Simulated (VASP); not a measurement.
# Pd (Fd-3m) in VASP: notebook

Pd is run at these levels: PBE; tasks: single point.

All numbers are computed with VASP 6.6.1; they aren't measurements. Logs are shortened: lines on timing, memory, paths and dates and some standing lists are left out, and cuts for length are marked.

## 1. The cell of the first run

Symmetry: Fd-3m, No. 227, cubic system. The conventional cell has a = 5.811 Å, b = 5.811 Å, c = 5.811 Å, α = 90.00°, β = 90.00°, γ = 90.00°. Within 3.3 Å of Pd (site symmetry -43m) lie 4 Pd at 2.52 Å.

## 2. Single point, PBE

Contents of INCAR:

```
PREC = Accurate ; ENCUT = 520
EDIFF = 1E-6 ; ISMEAR = -1
SIGMA = 0.1 ; LREAL = F
LASPH = T ; NELM = 60
ALGO = Normal ; ISIF = 2
LWAVE = F ; LCHARG = F
GGA = PE ; NBANDS = 17
```

Contents of KPOINTS:

```
Automatic mesh
0
Gamma
  10 10 10
```

Contents of POSCAR:

```
Pd
1.0
    0.0000000000      2.9054374955      2.9054374955
    2.9054374955      0.0000000000      2.9054374955
    2.9054374955      2.9054374955      0.0000000000
Pd
2
Direct
    0.1250000000      0.1250000000      0.1250000000
    0.8750000000      0.8750000000      0.8750000000
```

Potentials or basis: VASP PAW PBE potentials, release 64 (Pd).

On the command line:

```
$ cat potpaw_PBE.64/Pd/POTCAR > POTCAR
$ mpirun -np 1 vasp_std > vasp.out
```

OUTCAR:

```text
PREC = Accurate
   ENCUT = 520
   EDIFF = 1E-6
   ISMEAR = -1
   LREAL = F
   LASPH = T
   NELM = 60
   ISIF = 2
   GGA = PE

 ion  position               nearest neighbor table
   1  0.125  0.125  0.125-   2 2.52   2 2.52   2 2.52   2 2.52
   2  0.875  0.875  0.875-   1 2.52   1 2.52   1 2.52   1 2.52

  LATTYP: Found a face centered cubic cell.
 ALAT       =     5.8108749910

  Lattice vectors:

 A1 = (   0.0000000000,   2.9054374955,   2.9054374955)
 A2 = (   2.9054374955,   0.0000000000,   2.9054374955)
 A3 = (   2.9054374955,   2.9054374955,   0.0000000000)

Analysis of symmetry for initial positions (statically):
=====================================================================
 Subroutine PRICEL returns:
 Original cell was already a primitive cell.

 Routine SETGRP: Setting up the symmetry group for a
 face centered cubic supercell.

 Subroutine GETGRP returns: Found 48 space group operations
 (whereof 12 operations were pure point group operations)
 out of a pool of 48 trial point group operations.

The static configuration has the point symmetry D_3d.
 The point group associated with its full space group is O_h .

Analysis of symmetry for dynamics (positions and initial velocities):
=====================================================================
 Subroutine PRICEL returns:
 Original cell was already a primitive cell.

 Routine SETGRP: Setting up the symmetry group for a
 face centered cubic supercell.

 Subroutine GETGRP returns: Found 48 space group operations
 (whereof 12 operations were pure point group operations)
 out of a pool of 48 trial point group operations.

The dynamic configuration has the point symmetry D_3d.
 The point group associated with its full space group is O_h .

 Subroutine INISYM returns: Found 48 space group operations
 (whereof 12 operations are pure point group operations),
 and found     1 'primitive' translations

----------------------------------------------------------------------------------------

                                     Primitive cell

  volume of cell :      49.0529

  direct lattice vectors                    reciprocal lattice vectors
     0.000000000  2.905437496  2.905437496    -0.172091123  0.172091123  0.172091123
     2.905437496  0.000000000  2.905437496     0.172091123 -0.172091123  0.172091123
     2.905437496  2.905437496  0.000000000     0.172091123  0.172091123 -0.172091123

  length of vectors
[... 81 lines left out ...]
   NELM   =     60;   NELMIN=  2; NELMDL= -5     # of ELM steps
   EDIFF  = 0.1E-05   stopping-criterion for ELM
   LREAL  =      F    real-space projection
   EDIFFG = 0.1E-04   stopping-criterion for IOM
   NSW    =      0    number of steps for IOM
   IBRION =     -1    ionic relax: 0-MD 1-quasi-New 2-CG
   NFREE  =      0    steps in history (QN), initial steepest desc. (CG)
   ISIF   =      2    stress and relaxation
   ISYM   =      2    0-nonsym 1-usesym 2-fastsym
   POTIM  = 0.5000    time-step for ionic-motion
   TEBEG  =    0.0;   TEEND  =   0.0 temperature during run
   PSTRESS=    0.0 pullay stress
   NELECT =      20.0000    total number of electrons
   NUPDOWN=      -1.0000    fix difference up-down
   EMIN   =  10.00;   EMAX   =-10.00  energy-range for DOS
   EFERMI =   0.00;   METHOD = LEGACY
   ISMEAR =    -1;   SIGMA  =   0.10  broadening in eV -4-tet -1-fermi 0-gaus
   EFERMI_NEDOS =   21; number of points for ismear=-14 and -15
   IALGO  =     38    algorithm
   IMIX   =      4    mixing-type and parameters
     AMIX     =   0.40;   BMIX     =  1.00
     AMIX_MAG =   1.60;   BMIX_MAG =  1.00
  volume/ion in A,a.u.               =      24.53       165.51
  Fermi-wavevector in a.u.,A,eV,Ry     =   1.213938  2.294011 20.050175  1.473646
  Thomas-Fermi vector in A             =   2.349374
   LORBIT       =      0    0 simple, 1 ext, 2 COOP (PROOUT), +10 PAW based schemes
   GGA     = PE    functional components
   LHFCALC =     F    Hartree Fock is set to
   AEXX    =    0.0000 exact exchange contribution
   IVDW    =     0    specifies the selected vdW correction
   LEPSILON=     F    determine dielectric tensor
   LRPA    =     F    only Hartree local field effects (RPA)
 non-spin polarized calculation
  energy-cutoff  :      520.00
  volume of cell :       49.05
 maximum number of plane-waves:      1363
   NGX = 15   NGY = 15   NGZ = 15

 number of electron      20.0000002 magnetization

 Free energy of the ion-electron system (eV)
  ---------------------------------------------------
  ext. energy  EPLUGINS =         0.00000000
  ---------------------------------------------------
  free energy    TOTEN  =        -8.26303622 eV

  energy without entropy =       -8.08718328  energy(sigma->0) =       -8.17510975

 E-fermi :   3.9067     XC(G=0):  -9.9073

 val. band max:        3.9058972518   @ k =  -0.4000   0.4000   0.1000
 cond. band min:       3.9080825112   @ k =   0.5000   0.2000   0.1000
 fundamental gap:      0.0021852594
 Fermi energy:         3.9066954866

 k-point     1 :       0.0000    0.0000    0.0000
  band No.  band energies     occupation
      1      -0.5576      2.00000
      2       0.6234      2.00000
      3       0.6234      2.00000
      4       0.7431      2.00000
      5       0.7431      2.00000
      6       0.7431      2.00000
[... 457 lines left out ...]
      4       1.0789      2.00000
      5       1.3975      2.00000
      6       1.4941      2.00000
[... 9 lines left out ...]
     16      14.2745      0.00000
     17      20.5239      0.00000

 [... further k-points ...]

------------------------ aborting loop because EDIFF is reached ----------------------------------------

  FORCE on cell =-STRESS in cart. coord.  units (eV):
  Direction    XX          YY          ZZ          XY          YZ          ZX
  --------------------------------------------------------------------------------------
  -------------------------------------------------------------------------------------
  Total       -0.0806594     -0.0806594     -0.0806594     -0.0000000     -0.0000000      0.0000000
  in kB       -2.6345175     -2.6345175     -2.6345175     -0.0000000     -0.0000000      0.0000000
  external PRESSURE =      -2.6345175 kB  Pullay stress =       0.0000000 kB

 VOLUME and BASIS-vectors are now :
 -----------------------------------------------------------------------------
  energy-cutoff  :      520.00
  volume of cell :       49.05
      direct lattice vectors                 reciprocal lattice vectors
     0.000000000  2.905437496  2.905437496    -0.172091123  0.172091123  0.172091123
     2.905437496  0.000000000  2.905437496     0.172091123 -0.172091123  0.172091123
     2.905437496  2.905437496  0.000000000     0.172091123  0.172091123 -0.172091123

 POSITION                                       TOTAL-FORCE (eV/Angst)
 -----------------------------------------------------------------------------------
      0.72636      0.72636      0.72636        -0.000000     -0.000000     -0.000000
      5.08452      5.08452      5.08452         0.000000      0.000000      0.000000
 -----------------------------------------------------------------------------------
    total drift:                                0.000000      0.000000     -0.000000

  FREE ENERGIE OF THE ION-ELECTRON SYSTEM (eV)
  ---------------------------------------------------
  free  energy   TOTEN  =        -8.2630362243 eV

  energy  without entropy=       -8.0871832776  energy(sigma->0) =       -8.17510975
```

OSZICAR:

```text
N       E                     dE             d eps       ncg     rms          rms(c)
DAV:   1     0.985278177330E+02    0.98528E+02   -0.95781E+03  1598   0.107E+03
DAV:   2    -0.663555621738E+01   -0.10516E+03   -0.97327E+02  1645   0.223E+02
DAV:   3    -0.842001920339E+01   -0.17845E+01   -0.17697E+01  1916   0.321E+01
DAV:   4    -0.843532621248E+01   -0.15307E-01   -0.15305E-01  1912   0.276E+00
DAV:   5    -0.843568530249E+01   -0.35909E-03   -0.35909E-03  1952   0.472E-01    0.643E+00
DAV:   6    -0.827996701112E+01    0.15572E+00   -0.69204E-01  1839   0.699E+00    0.385E+00
DAV:   7    -0.826679713251E+01    0.13170E-01   -0.30199E-02  1756   0.144E+00    0.218E+00
DAV:   8    -0.826294130611E+01    0.38558E-02   -0.49392E-03  1874   0.586E-01    0.644E-02
DAV:   9    -0.826301904275E+01   -0.77737E-04   -0.12154E-04  1979   0.731E-02    0.325E-02
DAV:  10    -0.826303603144E+01   -0.16989E-04   -0.20356E-05  1773   0.308E-02    0.423E-03
DAV:  11    -0.826303622430E+01   -0.19286E-06   -0.18501E-07  1572   0.270E-03
   1 F= -.82630362E+01 E0= -.81751098E+01  d E =-.175853E+00
```

stdout:

```text
POSCAR found type information on POSCAR Pd
 POSCAR found :  1 types and       2 ions
 scaLAPACK will be used
 LDA part: xc-table for (Slater+PW92), standard interpolation
 POSCAR, INCAR and KPOINTS ok, starting setup
 FFT: planning ... GRIDC
 FFT: planning ... GRID_SOFT
 FFT: planning ... GRID
 WAVECAR not read
 entering main loop
```

Wall time 18 s (1 thread of AMD EPYC 9R45 (Zen 5), shared host); peak memory 0.15 GiB.

What came out:

```
Free energy            : -8.2630 eV
Pressure               : -0.3 GPa
Band gap on the k mesh : zero (band 10 reaches 3.95 eV, above the bottom of band 11 at 3.61 eV)
```

Levels at points of the mesh, in eV from the Fermi level:
```tsv
k point	band 8	band 9	band 10	band 11	band 12	band 13
(0.00, 0.00, 0.00)	-1.31	-1.31	-0.19	-0.19	11.52	11.52
(0.50, 0.00, 0.00)	-1.01	-0.35	-0.35	0.02	1.26	8.42
(0.50, 0.50, 0.00)	-1.79	-0.17	-0.17	1.91	1.91	4.81
```

## 3. Single point, PBE (volume scaled by 0.88)

Contents of INCAR:

```
ALGO = Normal
EDIFF = 1E-7
ENCUT = 520
GGA = PE
ISIF = 2
ISMEAR = -1
LASPH = True
LCHARG = False
LREAL = False
LWAVE = False
NBANDS = 17
NELM = 80
PREC = Accurate
SIGMA = 0.1
```

Contents of KPOINTS:

```
k-points
0
Gamma
  11 11 11
```

Contents of POSCAR:

```
Pd
1.0
    0.0000000000      2.7842341819      2.7842341819
    2.7842341819      0.0000000000      2.7842341819
    2.7842341819      2.7842341819      0.0000000000
Pd
2
Direct
    0.1250000000      0.1250000000      0.1250000000
    0.8750000000      0.8750000000      0.8750000000
```

Potentials or basis: VASP PAW PBE potentials, release 64 (Pd).

On the command line:

```
$ cat potpaw_PBE.64/Pd/POTCAR > POTCAR
$ mpirun -np 1 vasp_std > vasp.out
```

OUTCAR:

```text
EDIFF = 1E-7
   ENCUT = 520
   GGA = PE
   ISIF = 2
   ISMEAR = -1
   LASPH = True
   LREAL = False
   NELM = 80
   PREC = Accurate

 ion  position               nearest neighbor table
   1  0.125  0.125  0.125-   2 2.41   2 2.41   2 2.41   2 2.41
   2  0.875  0.875  0.875-   1 2.41   1 2.41   1 2.41   1 2.41

  LATTYP: Found a face centered cubic cell.
 ALAT       =     5.5684683638

  Lattice vectors:

 A1 = (   0.0000000000,   2.7842341819,   2.7842341819)
[... 665 lines left out ...]

 [... further k-points ...]

------------------------ aborting loop because EDIFF is reached ----------------------------------------

  FORCE on cell =-STRESS in cart. coord.  units (eV):
  Direction    XX          YY          ZZ          XY          YZ          ZX
  --------------------------------------------------------------------------------------
  -------------------------------------------------------------------------------------
  Total        3.0283802      3.0283802      3.0283802      0.0000000      0.0000000      0.0000000
  in kB      112.4019127    112.4019127    112.4019127      0.0000000      0.0000000      0.0000000
  external PRESSURE =     112.4019127 kB  Pullay stress =       0.0000000 kB

 VOLUME and BASIS-vectors are now :
 -----------------------------------------------------------------------------
  energy-cutoff  :      520.00
  volume of cell :       43.17
      direct lattice vectors                 reciprocal lattice vectors
     0.000000000  2.784234182  2.784234182    -0.179582595  0.179582595  0.179582595
     2.784234182  0.000000000  2.784234182     0.179582595 -0.179582595  0.179582595
     2.784234182  2.784234182  0.000000000     0.179582595  0.179582595 -0.179582595

 POSITION                                       TOTAL-FORCE (eV/Angst)
 -----------------------------------------------------------------------------------
      0.69606      0.69606      0.69606        -0.000000     -0.000000     -0.000000
      4.87241      4.87241      4.87241         0.000000      0.000000      0.000000
 -----------------------------------------------------------------------------------
    total drift:                               -0.000000      0.000000      0.000000

  FREE ENERGIE OF THE ION-ELECTRON SYSTEM (eV)
  ---------------------------------------------------
  free  energy   TOTEN  =        -8.0836371869 eV

  energy  without entropy=       -7.9159423071  energy(sigma->0) =       -7.99978975
```

It took 19 s on 1 thread of AMD EPYC 9R45 (Zen 5), shared host; peak memory 0.15 GiB.

What came out:

| Item | Value |
| --- | --- |
| Free energy | -8.0836 eV |
| Pressure | 11.2 GPa |
| Band gap on the k mesh | zero (band 10 reaches 5.39 eV, above the bottom of band 11 at 4.91 eV) |

Levels at points of the mesh, in eV from the Fermi level:
| k point | band 8 | band 9 | band 10 | band 11 | band 12 | band 13 |
| --- | --- | --- | --- | --- | --- | --- |
| (0.00, 0.00, 0.00) | -1.58 | -1.58 | -0.18 | -0.18 | 12.53 | 12.53 |

## 4. Single point, PBE (volume scaled by 0.92)

Contents of INCAR:

```
PREC = Accurate ; ENCUT = 520
EDIFF = 1E-7 ; ISMEAR = -1
SIGMA = 0.1 ; LREAL = False
LASPH = True ; NELM = 100
ALGO = Normal ; ISIF = 2
LWAVE = False ; LCHARG = True
GGA = PE ; LELF = True
LVHAR = True ; NBANDS = 17
```

Contents of KPOINTS:

```
Automatic mesh
0
Gamma
  11 11 11
```

Contents of POSCAR:

```
Pd
1.0
    0.0000000000      2.8257960434      2.8257960434
    2.8257960434      0.0000000000      2.8257960434
    2.8257960434      2.8257960434      0.0000000000
Pd
2
Direct
    0.1250000000      0.1250000000      0.1250000000
    0.8750000000      0.8750000000      0.8750000000
```

On the command line:

```
$ cat potpaw_PBE.64/Pd/POTCAR > POTCAR
$ mpirun -np 1 vasp_std > vasp.out
```

Wall time 24 s (1 thread of AMD EPYC 9R45 (Zen 5), shared host); peak memory 0.15 GiB.

Results (log left out):

```
Free energy            : -8.1912 eV
Pressure               : 6.4 GPa
Band gap on the k mesh : zero (band 10 reaches 4.88 eV, above the bottom of band 11 at 4.42 eV)
```

Levels at points of the mesh, in eV from the Fermi level:
```
           k point  band 6  band 7  band 8  band 9  band 10  band 11  band 12  band 13  band 14  band 15
(0.00, 0.00, 0.00)   -3.54   -1.48   -1.48   -1.48    -0.18    -0.18    12.19    12.19    12.19    12.60
```

## 5. Summary

```tsv
cell	k mesh	gap on the mesh (eV)	pressure (GPa)
a = 4.109 Å, angles 60.0°, 2 atoms	10 × 10 × 10	none	-0.3
a = 3.938 Å, angles 60.0°, 2 atoms	11 × 11 × 11	none	11.2
a = 3.996 Å, angles 60.0°, 2 atoms	11 × 11 × 11	none	6.4
```

Alike in all rows: task single point; level PBE; potentials or basis VASP PAW PBE potentials, release 64 (Pd); no spin polarisation; cutoff (eV) 520; smearing fermi-dirac 0.1 eV.

Total energies depend on the potentials used, so only differences within one code and one set of settings carry meaning.
